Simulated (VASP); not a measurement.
# InSe in VASP: notebook

Runs on InSe. Level: PBE. Tasks: relaxation of cell and atoms.

Everything below comes from runs of VASP 6.6.1. Logs are shortened: lines on timing, memory, paths and dates and some standing lists are left out, and cuts for length are marked.

### 1 The cell of the first run

The cell holds a slab with vacuum, 16 atoms: a = 4.047 Å, b = 4.047 Å, c = 50.386 Å, α = 90.00°, β = 90.00°, γ = 120.00°.

### 2 Relaxation of cell and atoms, PBE

File INCAR:

```
SYSTEM = InSe
ALGO = Normal
EDIFF = 1E-6
EDIFFG = -0.01
ENCUT = 600
GGA = PE
IBRION = 2
ISIF = 3
ISMEAR = 0
KPAR = 4
LASPH = .True.
LATTICE_CONSTRAINTS = .TRUE. .TRUE. .FALSE.
LCHARG = .False.
LREAL = .False.
LWAVE = .False.
NELM = 80
NSW = 90
PREC = Accurate
SIGMA = 0.03
```

File KPOINTS:

```
k-points
0
Gamma
  9 9 1
  0 0 0
```

File POSCAR:

```
InSe
1.0
    4.0473293200      0.0000000000      0.0000000000
   -2.0236646600      3.5050900000      0.0000000000
    0.0000000000      0.0000000000     50.3856869600
Se In
8 8
Direct
    0.3333333300      0.6666666600      0.1786221600
    0.3333333300      0.6666666600      0.2839670500
    0.6666666700      0.3333333400      0.3577666300
    0.6666666700      0.3333333400      0.4631002100
    0.3333333300      0.6666666600      0.5368997900
    0.3333333300      0.6666666600      0.6422446800
    0.6666666700      0.3333333400      0.7160442700
    0.6666666700      0.3333333400      0.8213778400
    0.0000000000      0.0000000000      0.2035661800
    0.0000000000      0.0000000000      0.2590230300
    0.3333333300      0.6666666600      0.3827061400
    0.3333333300      0.6666666600      0.4381607000
    0.0000000000      0.0000000000      0.5618438100
    0.0000000000      0.0000000000      0.6173006600
    0.3333333300      0.6666666600      0.7409837800
    0.3333333300      0.6666666600      0.7964383400
```

Potentials or basis: VASP PAW PBE potentials, release 64 (Se, In_d).

On the command line:

```console
cat potpaw_PBE.64/Se/POTCAR potpaw_PBE.64/In_d/POTCAR > POTCAR
mpirun -np 4 vasp_std > vasp.out
```

OUTCAR:

```text
SYSTEM = InSe
   EDIFF = 1E-6
   EDIFFG = -0.01
   ENCUT = 600
   GGA = PE
   IBRION = 2
   ISIF = 3
   ISMEAR = 0
   LASPH = .True.
   LREAL = .False.
   NELM = 80
   NSW = 90
   PREC = Accurate

 ion  position               nearest neighbor table
   1  0.333  0.667  0.179-   9 2.65   9 2.65   9 2.65
   2  0.333  0.667  0.284-  10 2.65  10 2.65  10 2.65
   3  0.667  0.333  0.358-  11 2.65  11 2.65  11 2.65
   4  0.667  0.333  0.463-  12 2.65  12 2.65  12 2.65
   5  0.333  0.667  0.537-  13 2.65  13 2.65  13 2.65
   6  0.333  0.667  0.642-  14 2.65  14 2.65  14 2.65
   7  0.667  0.333  0.716-  15 2.65  15 2.65  15 2.65
   8  0.667  0.333  0.821-  16 2.65  16 2.65  16 2.65
   9  0.000  0.000  0.204-   1 2.65   1 2.65   1 2.65  10 2.79
  10  0.000  0.000  0.259-   2 2.65   2 2.65   2 2.65   9 2.79
  11  0.333  0.667  0.383-   3 2.65   3 2.65   3 2.65  12 2.79
  12  0.333  0.667  0.438-   4 2.65   4 2.65   4 2.65  11 2.79
  13  0.000  0.000  0.562-   5 2.65   5 2.65   5 2.65  14 2.79
  14  0.000  0.000  0.617-   6 2.65   6 2.65   6 2.65  13 2.79
  15  0.333  0.667  0.741-   7 2.65   7 2.65   7 2.65  16 2.79
  16  0.333  0.667  0.796-   8 2.65   8 2.65   8 2.65  15 2.79

  LATTYP: Found a hexagonal cell.
 ALAT       =     4.0473293200
 C/A-ratio  =    12.4491196481

  Lattice vectors:

 A1 = (   4.0473293200,   0.0000000000,   0.0000000000)
 A2 = (  -2.0236646600,   3.5050900000,   0.0000000000)
 A3 = (   0.0000000000,   0.0000000000,  50.3856869600)

Analysis of symmetry for initial positions (statically):
=====================================================================
 Subroutine PRICEL returns:
 Original cell was already a primitive cell.

 Routine SETGRP: Setting up the symmetry group for a
 hexagonal supercell.

 Subroutine GETGRP returns: Found  6 space group operations
 (whereof  6 operations were pure point group operations)
 out of a pool of 24 trial point group operations.

The static configuration has the point symmetry C_3v.

Analysis of symmetry for dynamics (positions and initial velocities):
=====================================================================
 Subroutine PRICEL returns:
 Original cell was already a primitive cell.

 Routine SETGRP: Setting up the symmetry group for a
 hexagonal supercell.

 Subroutine GETGRP returns: Found  6 space group operations
 (whereof  6 operations were pure point group operations)
 out of a pool of 24 trial point group operations.

The dynamic configuration has the point symmetry C_3v.

 Subroutine INISYM returns: Found  6 space group operations
 (whereof  6 operations are pure point group operations),
 and found     1 'primitive' translations

----------------------------------------------------------------------------------------

                                     Primitive cell

  volume of cell :     714.7841

  direct lattice vectors                    reciprocal lattice vectors
     4.047329320  0.000000000  0.000000000     0.247076509  0.142649689  0.000000000
    -2.023664660  3.505090000  0.000000000     0.000000000  0.285299379  0.000000000
     0.000000000  0.000000000 50.385686960     0.000000000  0.000000000  0.019846906

  length of vectors
     4.047329320  4.047329313 50.385686960     0.285299378  0.285299379  0.019846906

  position of ions in fractional coordinates (direct lattice)
     0.333333330  0.666666660  0.178622160
     0.333333330  0.666666660  0.283967050
     0.666666670  0.333333340  0.357766630
     0.666666670  0.333333340  0.463100210
     0.333333330  0.666666660  0.536899790
     0.333333330  0.666666660  0.642244680
[... 8 lines left out ...]
     0.333333330  0.666666660  0.740983780
     0.333333330  0.666666660  0.796438340

  ion indices of the primitive-cell ions
   primitive index   ion index
                 1           1
                 2           2
                 3           3
                 4           4
                 5           5
                 6           6
[... 8 lines left out ...]
                15          15
                16          16

----------------------------------------------------------------------------------------

 KPOINTS: k-points

Automatic generation of k-mesh.
 Grid dimensions read from file:
 generate k-points for:    9    9    1

 Generating k-lattice:

  Cartesian coordinates                     Fractional coordinates (reciprocal lattice)
     0.027452945  0.015849965  0.000000000     0.111111111  0.000000000  0.000000000
     0.000000000  0.031699931  0.000000000     0.000000000  0.111111111  0.000000000
     0.000000000  0.000000000  0.019846906     0.000000000  0.000000000  1.000000000

  Length of vectors
     0.031699931  0.031699931  0.019846906

  Shift w.r.t. Gamma in fractional coordinates (k-lattice)
     0.000000000  0.000000000  0.000000000

 Subroutine IBZKPT returns following result:
 ===========================================

 Found     12 irreducible k-points:

 Following reciprocal coordinates:
            Coordinates               Weight
  0.000000  0.000000  0.000000      1.000000
  0.111111  0.000000  0.000000      6.000000
  0.222222  0.000000  0.000000      6.000000
  0.333333  0.000000  0.000000      6.000000
  0.444444  0.000000  0.000000      6.000000
  0.111111  0.111111  0.000000      6.000000
  0.222222  0.111111  0.000000     12.000000
  0.333333  0.111111  0.000000     12.000000
  0.444444  0.111111  0.000000      6.000000
  0.222222  0.222222  0.000000      6.000000
  0.333333  0.222222  0.000000     12.000000
  0.333333  0.333333  0.000000      2.000000
   k-points           NKPTS =     12   k-points in BZ     NKDIM =     12   number of bands    NBANDS=     91
   number of dos      NEDOS =    301   number of ions     NIONS =     16
   total plane-waves  NPLWV = 430080
   dimension x,y,z NGX =    32 NGY =   32 NGZ =  420
   dimension x,y,z NGXF=    64 NGYF=   64 NGZF=  840
   ions per type =               8   8
   NGX,Y,Z   is equivalent  to a cutoff of  13.14, 13.14, 13.86 a.u.
   NGXF,Y,Z  is equivalent  to a cutoff of  26.29, 26.29, 27.72 a.u.
 SYSTEM =  InSe
   PREC   = accura    normal or accurate (medium, high low for compatibility)
   ISTART =      0    job   : 0-new  1-cont  2-samecut
   ICHARG =      2    charge: 1-file 2-atom 10-const
   ISPIN  =      1    spin polarized calculation?
   LNONCOLLINEAR =      F non collinear calculations
   LSORBIT =      F    spin-orbit coupling
   LASPH  =      T    aspherical Exc in radial PAW
   ENCUT  =  600.0 eV  44.10 Ry    6.64 a.u.   8.08  8.08100.63*2*pi/ulx,y,z
   NELM   =     80;   NELMIN=  2; NELMDL= -5     # of ELM steps
   EDIFF  = 0.1E-05   stopping-criterion for ELM
   LREAL  =      F    real-space projection
   EDIFFG = -.1E-01   stopping-criterion for IOM
   NSW    =     90    number of steps for IOM
   IBRION =      2    ionic relax: 0-MD 1-quasi-New 2-CG
   NFREE  =      1    steps in history (QN), initial steepest desc. (CG)
   ISIF   =      3    stress and relaxation
   ISYM   =      2    0-nonsym 1-usesym 2-fastsym
   POTIM  = 0.5000    time-step for ionic-motion
   TEBEG  =    0.0;   TEEND  =   0.0 temperature during run
   PSTRESS=    0.0 pullay stress
   NELECT =     152.0000    total number of electrons
   NUPDOWN=      -1.0000    fix difference up-down
   EMIN   =  10.00;   EMAX   =-10.00  energy-range for DOS
   EFERMI =   0.00;   METHOD = LEGACY
   ISMEAR =     0;   SIGMA  =   0.03  broadening in eV -4-tet -1-fermi 0-gaus
   EFERMI_NEDOS =   21; number of points for ismear=-14 and -15
   IALGO  =     38    algorithm
   IMIX   =      4    mixing-type and parameters
     AMIX     =   0.40;   BMIX     =  1.00
     AMIX_MAG =   1.60;   BMIX_MAG =  1.00
  volume/ion in A,a.u.               =      44.67       301.48
  Fermi-wavevector in a.u.,A,eV,Ry     =   0.977157  1.846559 12.991333  0.954836
  Thomas-Fermi vector in A             =   2.107832
   LORBIT       =      0    0 simple, 1 ext, 2 COOP (PROOUT), +10 PAW based schemes
   GGA     = PE    functional components
   LHFCALC =     F    Hartree Fock is set to
   AEXX    =    0.0000 exact exchange contribution
   IVDW    =     0    specifies the selected vdW correction
   LEPSILON=     F    determine dielectric tensor
   LRPA    =     F    only Hartree local field effects (RPA)
 conjugate gradient relaxation of ions
 non-spin polarized calculation
 Gauss-broadening in eV      SIGMA  =   0.03
  energy-cutoff  :      600.00
  volume of cell :      714.78
 maximum number of plane-waves:     23902
   NGX = 17   NGY = 17   NGZ =201

--------------------------------------- Ionic step        1  -------------------------------------------

 number of electron     151.9999990 magnetization

 Free energy of the ion-electron system (eV)
  ---------------------------------------------------
  ext. energy  EPLUGINS =         0.00000000
  ---------------------------------------------------
  free energy    TOTEN  =       -56.81652879 eV

  energy without entropy =      -56.81652879  energy(sigma->0) =      -56.81652879

------------------------ aborting loop because EDIFF is reached ----------------------------------------

  FORCE on cell =-STRESS in cart. coord.  units (eV):
  Direction    XX          YY          ZZ          XY          YZ          ZX
  --------------------------------------------------------------------------------------
  -------------------------------------------------------------------------------------
  Total        4.6563592      4.6563592      4.5206258      0.0000000      0.0000000      0.0000000
  in kB       10.4371556     10.4371556     10.1329113      0.0000000      0.0000000      0.0000000
  external PRESSURE =      10.3357409 kB  Pullay stress =       0.0000000 kB
[... 131 lines left out ...]
  FREE ENERGIE OF THE ION-ELECTRON SYSTEM (eV)
  ---------------------------------------------------
  free  energy   TOTEN  =       -56.8744878493 eV

  energy  without entropy=      -56.8744878493  energy(sigma->0) =      -56.87448785

[... ionic steps 4 to 8 ...]

--------------------------------------- Ionic step        9  -------------------------------------------

 number of electron     152.0000002 magnetization

------------------------ aborting loop because EDIFF is reached ----------------------------------------
[... 95 lines left out ...]
--------------------------------------- Ionic step       11  -------------------------------------------

 number of electron     152.0000001 magnetization

 Free energy of the ion-electron system (eV)
  ---------------------------------------------------
  ext. energy  EPLUGINS =         0.00000000
  ---------------------------------------------------
  free energy    TOTEN  =       -56.88894290 eV

  energy without entropy =      -56.88894290  energy(sigma->0) =      -56.88894290

 E-fermi :   0.5675     XC(G=0):  -6.1339

 val. band max:        0.3728574151   @ k =   0.1111   0.0000   0.0000
 cond. band min:       1.1775337401   @ k =   0.0000   0.0000   0.0000
 fundamental gap:      0.8046763251
 Fermi energy:         0.5675468201

 k-point     1 :       0.0000    0.0000    0.0000
  band No.  band energies     occupation
      1     -14.0022      2.00000
      2     -13.9988      2.00000
      3     -13.9953      2.00000
      4     -13.9922      2.00000
      5     -13.8308      2.00000
      6     -13.8308      2.00000
[... 1081 lines left out ...]
     87       4.0647      0.00000
     88       4.0753      0.00000
 [bands above 88 left out]

------------------------ aborting loop because EDIFF is reached ----------------------------------------

  FORCE on cell =-STRESS in cart. coord.  units (eV):
  Direction    XX          YY          ZZ          XY          YZ          ZX
  --------------------------------------------------------------------------------------
  -------------------------------------------------------------------------------------
  Total        0.0315576      0.0315576      0.3271971      0.0000000     -0.0000000     -0.0000000
  in kB        0.0692784      0.0692784      0.7182958      0.0000000     -0.0000000     -0.0000000
  external PRESSURE =       0.2856176 kB  Pullay stress =       0.0000000 kB
[... 31 lines left out ...]
  FREE ENERGIE OF THE ION-ELECTRON SYSTEM (eV)
  ---------------------------------------------------
  free  energy   TOTEN  =       -56.8889428971 eV

  energy  without entropy=      -56.8889428971  energy(sigma->0) =      -56.88894290

 reached required accuracy - stopping structural energy minimisation
```

Wall time 31 min (4 MPI ranks of AMD EPYC 9R45 (Zen 5), shared host); peak memory 1.4 GiB.

Results:

| Property | Result |
| --- | --- |
| Free energy | -56.8889 eV |
| Relaxed cell | a = 4.090 Å, b = 4.090 Å, c = 50.386 Å, α = 90.00°, β = 90.00°, γ = 120.00° |
| Space group after relaxing (to 0.1 Å) | P3m1 (No. 156) |
| Energy gained by relaxing | 4.5 meV/atom |
| Ionic steps | 11 |
| Largest force after relaxing | 0.005 eV/Å |
| Band gap on the k mesh | 0.80 eV |

Forces in eV/Å, atoms in the order of the input:
```
Se   0.000  0.000 -0.004
Se   0.000  0.000 -0.004
Se   0.000  0.000  0.000
Se   0.000  0.000  0.000
Se   0.000  0.000  0.001
Se   0.000  0.000 -0.001
Se   0.000  0.000  0.003
Se   0.000  0.000  0.005
In   0.000  0.000 -0.001
In   0.000  0.000 -0.004
In   0.000  0.000  0.002
In   0.000  0.000 -0.002
In   0.000  0.000  0.001
In   0.000  0.000 -0.001
In   0.000  0.000  0.005
In   0.000  0.000  0.000
```

Step by step:
| step | energy change (eV) | largest force (eV/Å) | pressure (GPa) | volume (Å³) |
| --- | --- | --- | --- | --- |
| 1 | 0.0000 | 0.2638 | 1.03 | 714.78 |
| 2 | -0.0508 | 0.2598 | -0.05 | 735.00 |
| 3 | -0.0580 | 0.1647 | 0.22 | 729.58 |
| 4 | -0.0656 | 0.0833 | 0.15 | 731.53 |
| 5 | -0.0684 | 0.0538 | 0.07 | 733.68 |
| 6 | -0.0697 | 0.0441 | 0.05 | 733.13 |
| 7 | -0.0720 | 0.0146 | 0.01 | 731.50 |
| 8 | -0.0701 | 0.0592 | -0.06 | 728.23 |
| 9 | -0.0723 | 0.0152 | -0.01 | 730.55 |
| 10 | -0.0720 | 0.0330 | 0.08 | 728.48 |
| 11 | -0.0724 | 0.0053 | 0.03 | 729.82 |

Final structure:
```xyz
16
Lattice="4.0897 0.0000 0.0000 -2.0448 3.5418 0.0000 0.0000 0.0000 50.3857" Properties=species:S:1:pos:R:3 pbc="T T T"
Se    0.0000    2.3612    8.9668
Se    0.0000    2.3612   14.3382
Se    2.0448    1.1806   17.9957
Se    2.0448    1.1806   23.3643
Se    0.0000    2.3612   27.0213
Se    0.0000    2.3612   32.3906
Se    2.0448    1.1806   36.0479
Se    2.0448    1.1806   41.4190
In    0.0000    0.0000   10.2400
In    0.0000    0.0000   13.0649
In    0.0000    2.3612   19.2680
In    0.0000    2.3612   22.0921
In    0.0000    0.0000   28.2938
In    0.0000    0.0000   31.1181
In    0.0000    2.3612   37.3210
In    0.0000    2.3612   40.1459
```

Caveat: spin-orbit coupling is left out, which moves the levels of the heavy elements.

### 3 Relaxation of cell and atoms, PBE

This run uses another cell than the first one.

Edit INCAR of step 2 so:

```diff
@@ -2,4 +2,4 @@
 ALGO = Normal
-EDIFF = 1E-6
-EDIFFG = -0.01
+EDIFF = 1E-7
+EDIFFG = -0.005
 ENCUT = 600
```

KPOINTS is that of step 2.

File POSCAR:

```
InSe                                    
1.0
    4.0896812213      0.0000000000      0.0000000000
   -2.0448406107      3.5417678222      0.0000000000
    0.0000000000      0.0000000000     50.3856869600
  Se              In            
     8     8
Direct
     0.3333333300000021    0.6666666599999971    0.1779640860409330
     0.3333333300000021    0.6666666599999971    0.2845685303069943
     0.6666666699999979    0.3333333400000029    0.3571595692453791
     0.6666666699999979    0.3333333400000029    0.4637100385970371
     0.3333333300000021    0.6666666599999971    0.5362888710193151
     0.3333333300000021    0.6666666599999971    0.6428525190039510
     0.6666666699999979    0.3333333400000029    0.7154397710557526
     0.6666666699999979    0.3333333400000029    0.8220391571066243
     0.0000000000000000    0.0000000000000000    0.2032320466765196
     0.0000000000000000    0.0000000000000000    0.2592982473635441
     0.3333333300000021    0.6666666599999971    0.3824105481896564
     0.3333333300000021    0.6666666599999971    0.4384593285690494
     0.0000000000000000    0.0000000000000000    0.5615452183788335
     0.0000000000000000    0.0000000000000000    0.6175977108680186
     0.3333333300000021    0.6666666599999971    0.7407067327951482
     0.3333333300000021    0.6666666599999971    0.7967728947832441
```

Potentials or basis: VASP PAW PBE potentials, release 64 (Se, In_d).

On the command line:

```console
cat potpaw_PBE.64/Se/POTCAR potpaw_PBE.64/In_d/POTCAR > POTCAR
mpirun -np 4 vasp_std > vasp.out
```

Run time: 12 min. Hardware: 4 MPI ranks of AMD EPYC 9R45 (Zen 5), shared host; peak memory 1.5 GiB.

It converged, with:

```yaml
Free_energy: -56.8897 eV
Energy_gained_by_relaxing: 0.0 meV/atom
Ionic_steps: 2
Largest_force_after_relaxing: 0.004 eV/Å
Band_gap_on_the_k_mesh: 0.80 eV
```

Forces on the atoms (eV/Å):
```
Se   0.000  0.000 -0.002
Se   0.000  0.000 -0.004
Se   0.000  0.000  0.001
Se   0.000  0.000 -0.001
Se   0.000  0.000  0.001
Se   0.000  0.000 -0.001
Se   0.000  0.000  0.004
Se   0.000  0.000  0.003
In   0.000  0.000 -0.003
In   0.000  0.000 -0.002
In   0.000  0.000  0.000
In   0.000  0.000  0.000
In   0.000  0.000  0.000
In   0.000  0.000  0.000
In   0.000  0.000  0.003
In   0.000  0.000  0.003
```

Final structure:
```
Se In
1.0
     4.08986    0.00000    0.00000
    -2.04493    3.54192    0.00000
     0.00000    0.00000   50.38569
Se In
8 8
Direct
  0.33333 0.66667 0.17796
  0.33333 0.66667 0.28457
  0.66667 0.33333 0.35716
  0.66667 0.33333 0.46371
  0.33333 0.66667 0.53629
  0.33333 0.66667 0.64285
  0.66667 0.33333 0.71544
  0.66667 0.33333 0.82204
  0.00000 0.00000 0.20323
  0.00000 0.00000 0.25929
  0.33333 0.66667 0.38241
  0.33333 0.66667 0.43846
  0.00000 0.00000 0.56155
  0.00000 0.00000 0.61760
  0.33333 0.66667 0.74071
  0.33333 0.66667 0.79677
```

Levels at points of the mesh, in eV from the valence-band top:
```csv
k point,band 73,band 74,band 75,band 76,band 77,band 78,band 79,band 80
"(0.00, 0.00, 0.00)",-0.76,-0.55,-0.27,0.00,0.80,1.04,1.29,1.47
```

Caveat: spin-orbit coupling is left out, which moves the levels of the heavy elements.
